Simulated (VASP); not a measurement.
Here is a VASP 6.6.1 calculation.

Contents of INCAR:

```
PREC = Accurate
ENCUT = 600
EDIFF = 1E-7
ISMEAR = 0
SIGMA = 0.02
LREAL = False
LASPH = True
NELM = 100
ALGO = Normal
ISIF = 4
LWAVE = False
LCHARG = False
GGA = PE
IBRION = 2
NSW = 50
EDIFFG = -0.01
```

Contents of KPOINTS:

```
Automatic mesh
0
Gamma
  9 9 6
```

File POSCAR:

```
ZnO
1.0
    3.3855126500      0.0000000000      0.0000000000
   -1.6927563250      2.9319399598      0.0000000000
    0.0000000000      0.0000000000      5.4640171406
Zn O
2 2
Direct
    0.3333333333      0.6666666667      0.8104565264
    0.6666666667      0.3333333333      0.3104565264
    0.6666666667      0.3333333333      0.6895524379
    0.3333333333      0.6666666667      0.1895524379
```

Potentials or basis: VASP PAW PBE potentials, release 64 (Zn, O).

Command:

```sh
$ cat potpaw_PBE.64/Zn/POTCAR potpaw_PBE.64/O/POTCAR > POTCAR
$ mpirun -np 1 vasp_std > vasp.out
```

Problem. Estimate the band gap on the k mesh.

Solution. 0.58 eV.

Forces on the atoms (eV/Å):
```
Zn   0.000  0.000 -0.002
Zn   0.000  0.000 -0.002
O    0.000  0.000  0.002
O    0.000  0.000  0.002
```

Caveat: the relaxation stopped at its first step, so nothing moved.
